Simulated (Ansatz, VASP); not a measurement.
# Ta3N in VASP and in Ansatz

```
Ta N
1.0
     3.03222    0.00000    0.00000
    -1.51611    2.62598    0.00000
     0.00000    0.00000    7.52414
Ta N
3 1
Direct
  0.66667 0.33333 0.82607
  0.33333 0.66667 0.17393
  0.00000 0.00000 0.50000
  0.00000 0.00000 0.00000
```

Alike in both runs: task relaxation of cell and atoms; functional LDA; k mesh 7 × 7 × 3; occupations fermi-dirac, width 0.05 eV; no spin polarisation.

|  | VASP | Ansatz |
| --- | --- | --- |
| version | VASP 6.6.1 | Ansatz 0.2.0 |
| potentials or method | VASP PAW LDA potentials, release 64 (Ta_sv_GW, N) | Ansatz PAW |
| plane-wave cutoff (eV) | 700 | 420 |
| valence electrons in the cell | 44 | 44 |

Ansatz gave:

| Property | Result |
| --- | --- |
| gap on the k mesh at the Fermi level, each at its own relaxed structure (eV) | none |
| relaxed volume (Å³/atom) | 14.24 |
| relaxed length of the cell vector where the two differ most in proportion (Å) | 7.370 |

What did VASP give for the same quantities?

gap on the k mesh at the Fermi level, each at its own relaxed structure (eV): none; relaxed volume (Å³/atom): 14.27; relaxed length of the cell vector where the two differ most in proportion (Å): 7.377.

LDA's correlation is that of Perdew and Zunger in VASP and of Perdew and Wang (1992) in Ansatz. A gap of «none» marks a metal or a gap that the smearing closes.

Spin-orbit coupling is off throughout. Noted on Ansatz's run: the plane-wave basis is chosen anew once the cell has moved, so the energies of steps on either side of that aren't comparable.
